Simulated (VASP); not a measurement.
# MgS (I-4m2) in VASP: single point with HSE06

Aim: the single point of MgS with HSE06.

All numbers are computed with VASP 6.6.1; they aren't measurements. Logs are shortened: lines on timing, memory, paths and dates and some standing lists are left out, and cuts for length are marked.

### Step 1. The cell of the first run

It takes space group I-4m2 (No. 119, tetragonal). Conventional cell: a = 4.236 Å, b = 4.236 Å, c = 5.662 Å, α = 90.00°, β = 90.00°, γ = 90.00°. Mg (site symmetry -4m2) has 4 S at 2.55 Å within 3.4 Å. S (site symmetry -4m2) has 4 Mg at 2.55 Å within 3.4 Å.

### Step 2. Single point, HSE06 (biaxial xy strain +5.8%)

POSCAR reads:

```
MgS
1.0
    0.0000000000      2.9950676979      2.8308768411
    2.9950676979      0.0000000000      2.8308768411
    2.9950676979      2.9950676979      0.0000000000
Mg S
1 1
Direct
    0.0000000000      0.0000000000      0.0000000000
    0.2500000000      0.2500000000      0.2500000000
```

INCAR.step1 reads:

```
SYSTEM = MgS
  PREC = Accurate
  ENCUT = 520
  EDIFF = 1E-5
  ISMEAR = 0
  SIGMA = 0.01
  LREAL = .False.
  LASPH = .True.
  NELM = 100
  ALGO = Normal
  ISIF = 2
  LWAVE = .True.
  GGA = PE
  NBANDS = 11
```

INCAR.step2 reads:

```
SYSTEM = MgS
  PREC = Accurate
  ENCUT = 520
  EDIFF = 1E-7
  ISMEAR = 0
  SIGMA = 0.01
  LREAL = .False.
  LASPH = .True.
  NELM = 100
  ALGO = Normal
  ISIF = 2
  LWAVE = .False.
  LCHARG = .True.
  GGA = PE
  LHFCALC = .True.
  HFSCREEN = 0.2079
  PRECFOCK = Normal
  LELF = .True.
  LVHAR = .True.
  ISTART = 1
  NBANDS = 11
```

KPOINTS reads:

```
Automatic mesh
0
Gamma
  6 6 6
  0 0 0
```

Potentials or basis: VASP PAW PBE potentials, release 64 (Mg, S).

Launch:

```sh
$ cat potpaw_PBE.64/Mg/POTCAR potpaw_PBE.64/S/POTCAR > POTCAR
$ cp INCAR.step1 INCAR
$ mpirun -np 1 vasp_std > vasp.out
$ cp INCAR.step2 INCAR
$ mpirun -np 1 vasp_std > vasp.out
```

OUTCAR:

```text
SYSTEM = MgS
   PREC = Accurate
   ENCUT = 520
   EDIFF = 1E-7
   ISMEAR = 0
   LREAL = .False.
   LASPH = .True.
   NELM = 100
   ISIF = 2
   GGA = PE
   LHFCALC = .True.
   HFSCREEN = 0.2079
   PRECFOCK = Normal
   ISTART = 1

 ion  position               nearest neighbor table
   1  0.000  0.000  0.000-   2 2.55   2 2.55   2 2.55   2 2.55
   2  0.250  0.250  0.250-   1 2.55   1 2.55   1 2.55   1 2.55

  LATTYP: Found a body centered tetragonal cell.
 ALAT       =     4.2356653586
 C/A-ratio  =     1.3366857867

  Lattice vectors:

 A1 = (   0.0000000000,  -2.9950676979,  -2.8308768411)
 A2 = (   0.0000000000,   2.9950676979,  -2.8308768411)
 A3 = (   2.9950676979,   0.0000000000,   2.8308768411)

Analysis of symmetry for initial positions (statically):
=====================================================================
 Subroutine PRICEL returns:
 Original cell was already a primitive cell.

 Routine SETGRP: Setting up the symmetry group for a
 body centered tetragonal supercell.

 Subroutine GETGRP returns: Found  8 space group operations
 (whereof  8 operations were pure point group operations)
 out of a pool of 16 trial point group operations.

The static configuration has the point symmetry D_2d.

Analysis of symmetry for dynamics (positions and initial velocities):
=====================================================================
 Subroutine PRICEL returns:
 Original cell was already a primitive cell.

 Routine SETGRP: Setting up the symmetry group for a
 body centered tetragonal supercell.

 Subroutine GETGRP returns: Found  8 space group operations
 (whereof  8 operations were pure point group operations)
 out of a pool of 16 trial point group operations.

The dynamic configuration has the point symmetry D_2d.

 Subroutine INISYM returns: Found  8 space group operations
 (whereof  8 operations are pure point group operations),
 and found     1 'primitive' translations

----------------------------------------------------------------------------------------

                                     Primitive cell

  volume of cell :      50.7884

  direct lattice vectors                    reciprocal lattice vectors
     0.000000000  2.995067698  2.830876841    -0.166941135  0.166941135  0.176623721
     2.995067698  0.000000000  2.830876841     0.166941135 -0.166941135  0.176623721
     2.995067698  2.995067698  0.000000000     0.166941135  0.166941135 -0.176623721

  length of vectors
     4.121200578  4.121200578  4.235665359     0.294846780  0.294846780  0.294846780

  position of ions in fractional coordinates (direct lattice)
     0.000000000  0.000000000  0.000000000
     0.250000000  0.250000000  0.250000000

  ion indices of the primitive-cell ions
   primitive index   ion index
                 1           1
                 2           2

----------------------------------------------------------------------------------------

 KPOINTS: Automatic mesh

Automatic generation of k-mesh.
 Grid dimensions read from file:
 generate k-points for:    6    6    6

 Generating k-lattice:

  Cartesian coordinates                     Fractional coordinates (reciprocal lattice)
    -0.027823522  0.027823522  0.029437287     0.166666667 -0.000000000  0.000000000
     0.027823522 -0.027823522  0.029437287    -0.000000000  0.166666667  0.000000000
     0.027823522  0.027823522 -0.029437287     0.000000000  0.000000000  0.166666667

  Length of vectors
     0.049141130  0.049141130  0.049141130

  Shift w.r.t. Gamma in fractional coordinates (k-lattice)
     0.000000000  0.000000000  0.000000000

 Subroutine IBZKPT returns following result:
 ===========================================

 Found     30 irreducible k-points:

 Following reciprocal coordinates:
            Coordinates               Weight
  0.000000  0.000000  0.000000      1.000000
  0.166667 -0.000000  0.000000      8.000000
  0.333333 -0.000000  0.000000      8.000000
  0.500000  0.000000  0.000000      4.000000
  0.166667  0.166667  0.000000      2.000000
  0.333333  0.166667  0.000000      8.000000
[... 16 lines left out ...]
  0.333333  0.000000  0.333333      4.000000
  0.500000  0.000000  0.333333     16.000000
 [... further k-points ...]
   k-points           NKPTS =     30   k-points in BZ     NKDIM =    216   number of bands    NBANDS=     11
   number of dos      NEDOS =    301   number of ions     NIONS =      2
   total plane-waves  NPLWV =  32768
   dimension x,y,z NGX =    32 NGY =   32 NGZ =   32
   dimension x,y,z NGXF=    64 NGYF=   64 NGZF=   64
   ions per type =               1   1
   NGX,Y,Z   is equivalent  to a cutoff of  12.91, 12.91, 12.56 a.u.
   NGXF,Y,Z  is equivalent  to a cutoff of  25.82, 25.82, 25.12 a.u.
 SYSTEM =  MgS
   PREC   = accura    normal or accurate (medium, high low for compatibility)
   ISTART =      1    job   : 0-new  1-cont  2-samecut
   ICHARG =      0    charge: 1-file 2-atom 10-const
   ISPIN  =      1    spin polarized calculation?
   LNONCOLLINEAR =      F non collinear calculations
   LSORBIT =      F    spin-orbit coupling
   LASPH  =      T    aspherical Exc in radial PAW
   ENCUT  =  520.0 eV  38.22 Ry    6.18 a.u.   7.66  7.66  7.88*2*pi/ulx,y,z
   NELM   =    100;   NELMIN=  2; NELMDL=  0     # of ELM steps
   EDIFF  = 0.1E-06   stopping-criterion for ELM
   LREAL  =      F    real-space projection
   EDIFFG = 0.1E-05   stopping-criterion for IOM
   NSW    =      0    number of steps for IOM
   IBRION =     -1    ionic relax: 0-MD 1-quasi-New 2-CG
   NFREE  =      0    steps in history (QN), initial steepest desc. (CG)
   ISIF   =      2    stress and relaxation
   ISYM   =      3    0-nonsym 1-usesym 2-fastsym
   POTIM  = 0.5000    time-step for ionic-motion
   TEBEG  =    0.0;   TEEND  =   0.0 temperature during run
   PSTRESS=    0.0 pullay stress
   NELECT =       8.0000    total number of electrons
   NUPDOWN=      -1.0000    fix difference up-down
   EMIN   =  10.00;   EMAX   =-10.00  energy-range for DOS
   EFERMI =   0.00;   METHOD = LEGACY
   ISMEAR =     0;   SIGMA  =   0.01  broadening in eV -4-tet -1-fermi 0-gaus
   EFERMI_NEDOS =   21; number of points for ismear=-14 and -15
   IALGO  =     38    algorithm
   IMIX   =      1    mixing-type and parameters
     AMIX     =   0.40;   BMIX     =  1.00
     AMIX_MAG =   1.60;   BMIX_MAG =  1.00
  volume/ion in A,a.u.               =      25.39       171.37
  Fermi-wavevector in a.u.,A,eV,Ry     =   0.884131  1.670766 10.635512  0.781688
  Thomas-Fermi vector in A             =   2.004990
   LORBIT       =      0    0 simple, 1 ext, 2 COOP (PROOUT), +10 PAW based schemes
   GGA     = PE    functional components
   LHFCALC =     T    Hartree Fock is set to
   PRECFOCK=normal    Normal, Fast or Accurate (Low or Medium for compatibility)
   ENCUT4O =  -1.0   cutoff for four orbital integrals eV
   NKREDX  =     1    reduce k-point grid by
   NKREDY  =     1    reduce k-point grid by
   NKREDZ  =     1    reduce k-point grid by
   AEXX    =    0.2500 exact exchange contribution
   HFSCREEN=    0.2079 screening length (either q_TF or 0.3 A-1)
   HFSCREENC=   0.2079 screening length for correlation (either q_TF or 0.3 A-1)
   ENCUTFOCK=  -1.0 apply spherical cutoff to Coloumb kernel
   IVDW    =     0    specifies the selected vdW correction
   LEPSILON=     F    determine dielectric tensor
   LRPA    =     F    only Hartree local field effects (RPA)
 non-spin polarized calculation
 Gauss-broadening in eV      SIGMA  =   0.01
  energy-cutoff  :      520.00
  volume of cell :       50.79
 maximum number of plane-waves:      1387
 NGX is ok and might be reduce to    32
  NGX = 24; NGY = 24; NGZ = 24

 number of electron       7.9999999 magnetization

 Free energy of the ion-electron system (eV)
  ---------------------------------------------------
  ext. energy  EPLUGINS =         0.00000000
  ---------------------------------------------------
  free energy    TOTEN  =        -9.73376848 eV

  energy without entropy =       -9.73376848  energy(sigma->0) =       -9.73376848

 E-fermi :  -0.1262     XC(G=0):  -6.6862

 val. band max:       -0.2176154781   @ k =   0.0000   0.0000   0.0000
 cond. band min:       3.6119376243   @ k =   0.0000   0.0000   0.0000
 fundamental gap:      3.8295531024
 Fermi energy:        -0.1262379079

 k-point     1 :       0.0000    0.0000    0.0000
  band No.  band energies     occupation
      1     -12.3630      2.00000
      2      -0.3446      2.00000
      3      -0.3446      2.00000
      4      -0.2176      2.00000
      5       3.6119      0.00000
      6       8.5453      0.00000
      7       8.5453      0.00000
      8       8.5740      0.00000
      9      11.1527      0.00000
     10      11.9827      0.00000
     11      13.7594      0.00000

 k-point     2 :       0.1667   -0.0000    0.0000
  band No.  band energies     occupation
      1     -12.2299      2.00000
      2      -1.3153      2.00000
      3      -0.4551      2.00000
      4      -0.3249      2.00000
      5       4.6025      0.00000
      6       8.1917      0.00000
      7       8.7197      0.00000
      8       8.8745      0.00000
      9      10.7202      0.00000
     10      11.1966      0.00000
     11      13.2269      0.00000

 k-point     3 :       0.3333   -0.0000    0.0000
  band No.  band energies     occupation
      1     -11.9381      2.00000
      2      -2.7206      2.00000
      3      -0.6579      2.00000
      4      -0.4476      2.00000
      5       5.4178      0.00000
      6       8.3415      0.00000
      7       8.4304      0.00000
      8       8.9289      0.00000
      9      11.7028      0.00000
     10      11.9152      0.00000
     11      12.5666      0.00000

 k-point     4 :       0.5000    0.0000    0.0000
  band No.  band energies     occupation
      1     -11.7763      2.00000
      2      -3.3050      2.00000
      3      -0.7516      2.00000
      4      -0.5040      2.00000
      5       5.4316      0.00000
      6       8.0611      0.00000
      7       8.6242      0.00000
      8       8.9663      0.00000
      9      12.9743      0.00000
     10      13.5895      0.00000
     11      14.1647      0.00000

 k-point     5 :       0.1667    0.1667    0.0000
  band No.  band energies     occupation
      1     -12.1731      2.00000
      2      -1.2387      2.00000
      3      -0.6635      2.00000
      4      -0.6635      2.00000
      5       5.0051      0.00000
      6       7.5544      0.00000
      7       9.1865      0.00000
      8       9.1865      0.00000
      9      10.0608      0.00000
     10      11.6484      0.00000
     11      14.8341      0.00000
[... 211 lines left out ...]
 k-point    21 :      -0.1667    0.3333    0.1667
  band No.  band energies     occupation
      1     -11.7504      2.00000
      2      -2.6621      2.00000
      3      -1.4378      2.00000
      4      -1.0056      2.00000
      5       6.2428      0.00000
      6       7.3544      0.00000
      7       8.0460      0.00000
      8      10.1438      0.00000
      9      11.3555      0.00000
     10      13.5211      0.00000
     11      14.5418      0.00000

 k-point    22 :      -0.3333    0.5000    0.1667
  band No.  band energies     occupation
      1     -11.5539      2.00000
      2      -2.6135      2.00000
      3      -1.8811      2.00000
      4      -1.5422      2.00000
      5       5.4996      0.00000
      6       7.0147      0.00000
      7       9.7041      0.00000
      8      10.0125      0.00000
      9      12.6143      0.00000
     10      14.3356      0.00000
     11      14.6345      0.00000

 k-point    23 :       0.3333    0.0000    0.3333
  band No.  band energies     occupation
      1     -11.8192      2.00000
      2      -2.6092      2.00000
      3      -1.0147      2.00000
      4      -0.9931      2.00000
      5       5.2479      0.00000
      6       6.7375      0.00000
      7       9.3473      0.00000
      8      10.5990      0.00000
      9      11.2969      0.00000
     10      13.4083      0.00000
     11      15.6483      0.00000

 k-point    24 :       0.5000    0.0000    0.3333
  band No.  band energies     occupation
      1     -11.6571      2.00000
      2      -2.8963      2.00000
      3      -1.5532      2.00000
      4      -1.0639      2.00000
      5       5.3157      0.00000
      6       7.0514      0.00000
      7       9.5666      0.00000
      8      10.9373      0.00000
      9      12.0521      0.00000
     10      13.9874      0.00000
     11      14.9468      0.00000

 [... further k-points ...]

------------------------ aborting loop because EDIFF is reached ----------------------------------------

  FORCE on cell =-STRESS in cart. coord.  units (eV):
  Direction    XX          YY          ZZ          XY          YZ          ZX
  --------------------------------------------------------------------------------------
  -------------------------------------------------------------------------------------
  Total       -1.9112224     -1.9112224     -1.4542585      0.0000000      0.0000000      0.0000000
  in kB      -60.2917034    -60.2917034    -45.8762530      0.0000000      0.0000000      0.0000000
  external PRESSURE =     -55.4865533 kB  Pullay stress =       0.0000000 kB

 VOLUME and BASIS-vectors are now :
 -----------------------------------------------------------------------------
  energy-cutoff  :      520.00
  volume of cell :       50.79
      direct lattice vectors                 reciprocal lattice vectors
     0.000000000  2.995067698  2.830876841    -0.166941135  0.166941135  0.176623721
     2.995067698  0.000000000  2.830876841     0.166941135 -0.166941135  0.176623721
     2.995067698  2.995067698  0.000000000     0.166941135  0.166941135 -0.176623721

 POSITION                                       TOTAL-FORCE (eV/Angst)
 -----------------------------------------------------------------------------------
      0.00000      0.00000      0.00000         0.000000      0.000000     -0.000000
      1.49753      1.49753      1.41544        -0.000000     -0.000000      0.000000
 -----------------------------------------------------------------------------------
    total drift:                               -0.000001     -0.000001     -0.000000

  FREE ENERGIE OF THE ION-ELECTRON SYSTEM (eV)
  ---------------------------------------------------
  free  energy   TOTEN  =        -9.7337684837 eV

  energy  without entropy=       -9.7337684837  energy(sigma->0) =       -9.73376848
```

Run time: 29 min. Hardware: 1 thread of Intel Xeon Platinum 8175M at 2.50GHz (Skylake/Cascade Lake), shared host; peak memory 0.3 GiB.

Results:

| Quantity | Value |
| --- | --- |
| Free energy | -9.7338 eV |
| Pressure | -5.5 GPa |
| Band gap on the k mesh | 3.83 eV |

Caveat: the cell differs from its parent crystal (biaxial xy strain +5.8%); the cell stands under tension; the structure was generated, so it needn't be the stable form of MgS; the PAW data sets were made with another functional, which shifts forces and pressure a little.
